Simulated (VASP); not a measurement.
# MgS (I4/mmm) in VASP: notebook

Runs on MgS. Level: PBEsol. Tasks: single point.

Program: VASP 6.6.1. These are calculated values, not measurements. Logs are shortened: lines on timing, memory, paths and dates and some standing lists are left out, and cuts for length are marked.

## 1. The cell of the first run

It takes space group I4/mmm (No. 139, tetragonal). The conventional cell has a = 3.771 Å, b = 3.771 Å, c = 4.943 Å, α = 90.00°, β = 90.00°, γ = 90.00°. Within 3.3 Å of Mg (site symmetry 4/mmm) lie 6 S at 2.47 to 2.67 Å. Within 3.3 Å of S (site symmetry 4/mmm) lie 6 Mg at 2.47 to 2.67 Å.

## 2. Single point, PBEsol (strain +0.025 along x and y, -0.050 along z)

The input, INCAR:

```
SYSTEM = MgS
PREC     = Accurate       ! precision mode
ENCUT    = 520            ! plane-wave cutoff, eV
EDIFF    = 1E-6           ! SCF threshold, eV
ISMEAR   = 0              ! smearing method
SIGMA    = 0.05           ! smearing width, eV
LREAL    = .False.        ! projectors in reciprocal space
LASPH    = .True.         ! aspherical terms in the spheres
NELM     = 100            ! most SCF steps
ALGO     = Normal         ! electronic algorithm
ISIF     = 2              ! what is computed and relaxed
LWAVE    = .False.        ! write WAVECAR
LCHARG   = .False.        ! write CHGCAR
GGA      = PS             ! functional
NBANDS   = 11             ! bands
```

The input, KPOINTS:

```
regular mesh
0
Gamma
  8 8 8
  0 0 0
```

The input, POSCAR:

```
MgS
1.0
    0.0000000000      2.6666912500      2.4715675000
    2.6666912500      0.0000000000      2.4715675000
    2.6666912500      2.6666912500      0.0000000000
Mg S
1 1
Direct
    0.0000000000      0.0000000000      0.0000000000
    0.5000000000      0.5000000000      0.5000000000
```

Potentials or basis: VASP PAW PBE potentials, release 64 (Mg, S).

Command:

```sh
cat potpaw_PBE.64/Mg/POTCAR potpaw_PBE.64/S/POTCAR > POTCAR
mpirun -np 1 vasp_std > vasp.out
```

OUTCAR:

```text
SYSTEM = MgS
   PREC = Accurate
   ENCUT = 520
   EDIFF = 1E-6
   ISMEAR = 0
   LREAL = .False.
   LASPH = .True.
   NELM = 100
   ISIF = 2
   GGA = PS

 ion  position               nearest neighbor table
   1  0.000  0.000  0.000-   2 2.47   2 2.47   2 2.67   2 2.67   2 2.67   2 2.67
   2  0.500  0.500  0.500-   1 2.47   1 2.47   1 2.67   1 2.67   1 2.67   1 2.67

  LATTYP: Found a body centered tetragonal cell.
 ALAT       =     3.7712709324
 C/A-ratio  =     1.3107345212

  Lattice vectors:

 A1 = (   0.0000000000,  -2.6666912500,  -2.4715675000)
 A2 = (   0.0000000000,   2.6666912500,  -2.4715675000)
 A3 = (   2.6666912500,   0.0000000000,   2.4715675000)

Analysis of symmetry for initial positions (statically):
=====================================================================
 Subroutine PRICEL returns:
 Original cell was already a primitive cell.

 Routine SETGRP: Setting up the symmetry group for a
 body centered tetragonal supercell.

 Subroutine GETGRP returns: Found 16 space group operations
 (whereof 16 operations were pure point group operations)
 out of a pool of 16 trial point group operations.

The static configuration has the point symmetry D_4h.

Analysis of symmetry for dynamics (positions and initial velocities):
=====================================================================
 Subroutine PRICEL returns:
 Original cell was already a primitive cell.

 Routine SETGRP: Setting up the symmetry group for a
 body centered tetragonal supercell.

 Subroutine GETGRP returns: Found 16 space group operations
 (whereof 16 operations were pure point group operations)
 out of a pool of 16 trial point group operations.

The dynamic configuration has the point symmetry D_4h.

 Subroutine INISYM returns: Found 16 space group operations
 (whereof 16 operations are pure point group operations),
 and found     1 'primitive' translations

----------------------------------------------------------------------------------------

                                     Primitive cell

  volume of cell :      35.1518

  direct lattice vectors                    reciprocal lattice vectors
     0.000000000  2.666691250  2.471567500    -0.187498272  0.187498272  0.202300767
     2.666691250  0.000000000  2.471567500     0.187498272 -0.187498272  0.202300767
     2.666691250  2.666691250  0.000000000     0.187498272  0.187498272 -0.202300767

  length of vectors
     3.635916409  3.635916409  3.771270932     0.333521819  0.333521819  0.333521819

  position of ions in fractional coordinates (direct lattice)
[... 83 lines left out ...]
   IBRION =     -1    ionic relax: 0-MD 1-quasi-New 2-CG
   NFREE  =      0    steps in history (QN), initial steepest desc. (CG)
   ISIF   =      2    stress and relaxation
   ISYM   =      2    0-nonsym 1-usesym 2-fastsym
   POTIM  = 0.5000    time-step for ionic-motion
   TEBEG  =    0.0;   TEEND  =   0.0 temperature during run
   PSTRESS=    0.0 pullay stress
   NELECT =       8.0000    total number of electrons
   NUPDOWN=      -1.0000    fix difference up-down
   EMIN   =  10.00;   EMAX   =-10.00  energy-range for DOS
   EFERMI =   0.00;   METHOD = LEGACY
   ISMEAR =     0;   SIGMA  =   0.05  broadening in eV -4-tet -1-fermi 0-gaus
   EFERMI_NEDOS =   21; number of points for ismear=-14 and -15
   IALGO  =     38    algorithm
   IMIX   =      4    mixing-type and parameters
     AMIX     =   0.40;   BMIX     =  1.00
     AMIX_MAG =   1.60;   BMIX_MAG =  1.00
  volume/ion in A,a.u.               =      17.58       118.61
  Fermi-wavevector in a.u.,A,eV,Ry     =   0.999514  1.888807 13.592602  0.999028
  Thomas-Fermi vector in A             =   2.131809
   LORBIT       =      0    0 simple, 1 ext, 2 COOP (PROOUT), +10 PAW based schemes
   GGA     = PS    functional components
   LHFCALC =     F    Hartree Fock is set to
   AEXX    =    0.0000 exact exchange contribution
   IVDW    =     0    specifies the selected vdW correction
   LEPSILON=     F    determine dielectric tensor
   LRPA    =     F    only Hartree local field effects (RPA)
 non-spin polarized calculation
 Gauss-broadening in eV      SIGMA  =   0.05
  energy-cutoff  :      520.00
  volume of cell :       35.15
 maximum number of plane-waves:       958
   NGX = 13   NGY = 13   NGZ = 13

 number of electron       7.9999999 magnetization

 Free energy of the ion-electron system (eV)
  ---------------------------------------------------
  ext. energy  EPLUGINS =         0.00000000
  ---------------------------------------------------
  free energy    TOTEN  =        -9.02540360 eV

  energy without entropy =       -9.02540360  energy(sigma->0) =       -9.02540360

 E-fermi :   4.0116     XC(G=0):  -9.8366

 val. band max:        3.7991122145   @ k =   0.0000   0.0000   0.0000
 cond. band min:       6.2123222279   @ k =   0.5000   0.5000   0.0000
 fundamental gap:      2.4132100135
 Fermi energy:         4.0116346247

 k-point     1 :       0.0000    0.0000    0.0000
  band No.  band energies     occupation
      1      -9.0197      2.00000
      2       3.4296      2.00000
      3       3.7991      2.00000
      4       3.7991      2.00000
      5       7.2905      0.00000
      6      11.3170      0.00000
      7      11.3170      0.00000
      8      12.0975      0.00000
      9      13.4655      0.00000
     10      14.4765      0.00000
     11      16.0436      0.00000
[... 309 lines left out ...]
 k-point    24 :       0.3750    0.0000    0.1250
  band No.  band energies     occupation
      1      -8.0300      2.00000
      2      -0.0812      2.00000
      3       2.6765      2.00000
      4       2.9380      2.00000
      5       8.8812      0.00000
      6      10.0263      0.00000
      7      11.8021      0.00000
      8      12.1019      0.00000
      9      15.1112      0.00000
     10      16.3476      0.00000
     11      16.5682      0.00000

 [... further k-points ...]
[... 5 lines left out ...]
  --------------------------------------------------------------------------------------
  -------------------------------------------------------------------------------------
  Total       -0.6733226     -0.6733226      1.3271463      0.0000000      0.0000000      0.0000000
  in kB      -30.6892166    -30.6892166     60.4897009      0.0000000      0.0000000      0.0000000
  external PRESSURE =      -0.2962441 kB  Pullay stress =       0.0000000 kB

 VOLUME and BASIS-vectors are now :
 -----------------------------------------------------------------------------
  energy-cutoff  :      520.00
  volume of cell :       35.15
      direct lattice vectors                 reciprocal lattice vectors
     0.000000000  2.666691250  2.471567500    -0.187498272  0.187498272  0.202300767
     2.666691250  0.000000000  2.471567500     0.187498272 -0.187498272  0.202300767
     2.666691250  2.666691250  0.000000000     0.187498272  0.187498272 -0.202300767

 POSITION                                       TOTAL-FORCE (eV/Angst)
 -----------------------------------------------------------------------------------
      0.00000      0.00000      0.00000        -0.000000     -0.000000      0.000000
      2.66669      2.66669      2.47157         0.000000      0.000000      0.000000
 -----------------------------------------------------------------------------------
    total drift:                                0.000000      0.000000      0.000000

  FREE ENERGIE OF THE ION-ELECTRON SYSTEM (eV)
  ---------------------------------------------------
  free  energy   TOTEN  =        -9.0254035996 eV

  energy  without entropy=       -9.0254035996  energy(sigma->0) =       -9.02540360
```

OSZICAR:

```text
N       E                     dE             d eps       ncg     rms          rms(c)
DAV:   1     0.221114491884E+02    0.22111E+02   -0.36453E+03  1338   0.596E+02
DAV:   2    -0.787058958238E+01   -0.29982E+02   -0.28000E+02  1642   0.101E+02
DAV:   3    -0.939521295749E+01   -0.15246E+01   -0.15215E+01  1589   0.240E+01
DAV:   4    -0.940438369295E+01   -0.91707E-02   -0.91698E-02  1569   0.226E+00
DAV:   5    -0.940446034151E+01   -0.76649E-04   -0.76648E-04  1610   0.205E-01    0.415E+00
DAV:   6    -0.907036481470E+01    0.33410E+00   -0.70597E-01  1466   0.326E+00    0.313E+00
DAV:   7    -0.902830846605E+01    0.42056E-01   -0.18969E-01  1546   0.183E+00    0.195E+00
DAV:   8    -0.902566672096E+01    0.26417E-02   -0.10647E-02  1427   0.594E-01    0.768E-01
DAV:   9    -0.902541433371E+01    0.25239E-03   -0.60756E-04  1541   0.136E-01    0.308E-01
DAV:  10    -0.902540352092E+01    0.10813E-04   -0.15084E-04  1502   0.554E-02    0.620E-03
DAV:  11    -0.902540359959E+01   -0.78668E-07   -0.23210E-06  1547   0.913E-03
   1 F= -.90254036E+01 E0= -.90254036E+01  d E =-.157056E-11
```

Wall time 7.8 s (1 thread of Intel Xeon 6975P-C (Granite Rapids), shared host); peak memory 0.16 GiB.

Results:

```
Free energy            : -9.0254 eV
Pressure               : 0.0 GPa
Band gap on the k mesh : 2.41 eV, indirect (least direct gap 3.49 eV)
```

Stress tensor (GPa, compression positive):
```
-3.07  0.00  0.00
 0.00 -3.07  0.00
 0.00  0.00  6.05
```

Caveat: the cell differs from its parent crystal (strain +0.025 along x and y, -0.050 along z); the PAW data sets were made with another functional, which shifts forces and pressure a little. A k mesh can miss the band edges.

## 3. Single point, PBEsol (strain +0.025 along x and y, -0.025 along z)

The input, INCAR:

```
ALGO = Normal ; EDIFF = 1E-7
ENCUT = 520 ; GGA = PS
ISIF = 2 ; ISMEAR = 0
LASPH = T ; LCHARG = F
LREAL = F ; LWAVE = F
NBANDS = 11 ; NELM = 60
PREC = Accurate ; SIGMA = 0.05
```

The input, KPOINTS:

```
k-points
0
Gamma
  8 8 8
```

The input, POSCAR:

```
MgS
1.0
    0.0000000000      2.6666912500      2.5366087500
    2.6666912500      0.0000000000      2.5366087500
    2.6666912500      2.6666912500      0.0000000000
Mg S
1 1
Direct
    0.0000000000      0.0000000000      0.0000000000
    0.5000000000      0.5000000000      0.5000000000
```

Potentials or basis: VASP PAW PBE potentials, release 64 (Mg, S).

Command:

```sh
cat potpaw_PBE.64/Mg/POTCAR potpaw_PBE.64/S/POTCAR > POTCAR
mpirun -np 1 vasp_std > vasp.out
```

OUTCAR:

```text
EDIFF = 1E-7
   ENCUT = 520
   GGA = PS
   ISIF = 2
   ISMEAR = 0
   LASPH = T
   LREAL = F
   NELM = 60
   PREC = Accurate

 ion  position               nearest neighbor table
   1  0.000  0.000  0.000-   2 2.54   2 2.54   2 2.67   2 2.67   2 2.67   2 2.67
   2  0.500  0.500  0.500-   1 2.54   1 2.54   1 2.67   1 2.67   1 2.67   1 2.67

  LATTYP: Found a body centered tetragonal cell.
 ALAT       =     3.7712709324
 C/A-ratio  =     1.3452275349

  Lattice vectors:

 A1 = (   0.0000000000,  -2.6666912500,  -2.5366087500)
[... 514 lines left out ...]
      7      11.4759      0.00000
      8      11.7006      0.00000
      9      14.6806      0.00000
     10      16.0607      0.00000
     11      16.1580      0.00000

 [... further k-points ...]
[... 5 lines left out ...]
  --------------------------------------------------------------------------------------
  -------------------------------------------------------------------------------------
  Total       -0.9245021     -0.9245021      0.1880905      0.0000000     -0.0000000     -0.0000000
  in kB      -41.0572200    -41.0572200      8.3531165      0.0000000     -0.0000000     -0.0000000
  external PRESSURE =     -24.5871079 kB  Pullay stress =       0.0000000 kB

 VOLUME and BASIS-vectors are now :
 -----------------------------------------------------------------------------
  energy-cutoff  :      520.00
  volume of cell :       36.08
      direct lattice vectors                 reciprocal lattice vectors
     0.000000000  2.666691250  2.536608750    -0.187498272  0.187498272  0.197113567
     2.666691250  0.000000000  2.536608750     0.187498272 -0.187498272  0.197113567
     2.666691250  2.666691250  0.000000000     0.187498272  0.187498272 -0.197113567

 POSITION                                       TOTAL-FORCE (eV/Angst)
 -----------------------------------------------------------------------------------
      0.00000      0.00000      0.00000        -0.000000     -0.000000     -0.000000
      2.66669      2.66669      2.53661         0.000000      0.000000      0.000000
 -----------------------------------------------------------------------------------
    total drift:                                0.000000      0.000000      0.000000

  FREE ENERGIE OF THE ION-ELECTRON SYSTEM (eV)
  ---------------------------------------------------
  free  energy   TOTEN  =        -9.0448307516 eV

  energy  without entropy=       -9.0448307516  energy(sigma->0) =       -9.04483075
```

stdout:

```text
POSCAR found type information on POSCAR MgS
 POSCAR found :  2 types and       2 ions
 scaLAPACK will be used
 -----------------------------------------------------------------------------
|                                                                             |
|                                                                             |
|     You enforced a specific xc type in the INCAR file but a different       |
|     I HOPE YOU KNOW WHAT YOU ARE DOING!                                     |
|                                                                             |
 -----------------------------------------------------------------------------

 LDA part: xc-table for (Slater+PW92), standard interpolation
 POSCAR, INCAR and KPOINTS ok, starting setup
 FFT: planning ... GRIDC
 FFT: planning ... GRID_SOFT
 FFT: planning ... GRID
 WAVECAR not read
 entering main loop
```

Wall time 8.9 s (1 thread of Intel Xeon 6975P-C (Granite Rapids), shared host); peak memory 0.17 GiB.

What came out:

```yaml
Free_energy: -9.0448 eV
Pressure: -2.5 GPa
Band_gap_on_the_k_mesh: 2.45 eV, indirect (least direct gap 3.33 eV)
```

Caveat: the cell differs from its parent crystal (strain +0.025 along x and y, -0.025 along z); the PAW data sets were made with another functional, which shifts forces and pressure a little. A k mesh can miss the band edges.

(Continued in part 2 of 2.)
